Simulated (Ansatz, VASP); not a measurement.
**Au in VASP and in Ansatz**

```
Au
1.0
    -2.64883    2.64883    1.36363
     2.64883   -2.64883    1.36363
     2.64883    2.64883   -1.36363
Au
2
Cartesian
  0.0000 0.0000 0.0000
  0.0000 2.6488 0.6818
```

Alike in both runs: functional r2SCAN; k mesh 8 × 8 × 8; occupations gaussian, width 0.1 eV; no spin polarisation.

Ansatz relaxed the structure, and its values are those at the end. VASP's run is a single point on that final structure, the one shown.

|  | VASP | Ansatz |
| --- | --- | --- |
| version | VASP 6.6.1 | Ansatz 0.2.0 |
| potentials or method | VASP PAW PBE potentials, release 64 (Au), cutoff 520 eV | scalar-relativistic, plane waves, PAW |
| valence electrons in the cell | 22 | 38 |

Ansatz gave:

| Item | Value |
| --- | --- |
| gap on the k mesh at the Fermi level (eV) | none |
| pressure (GPa) | 0.3 |

What did VASP give for the same quantities?

gap on the k mesh at the Fermi level (eV): none; pressure (GPa): 0.6.

VASP's potentials were made for PBE, not for r2SCAN. A gap of «none» marks a metal or a gap that the smearing closes. With one functional, cell and mesh, what is left measures potentials, basis and numerics. VASP's potentials hold 22 valence electrons a cell and Ansatz's 38, so a difference there can come from the potentials and not from the codes.

Spin-orbit coupling is off throughout.
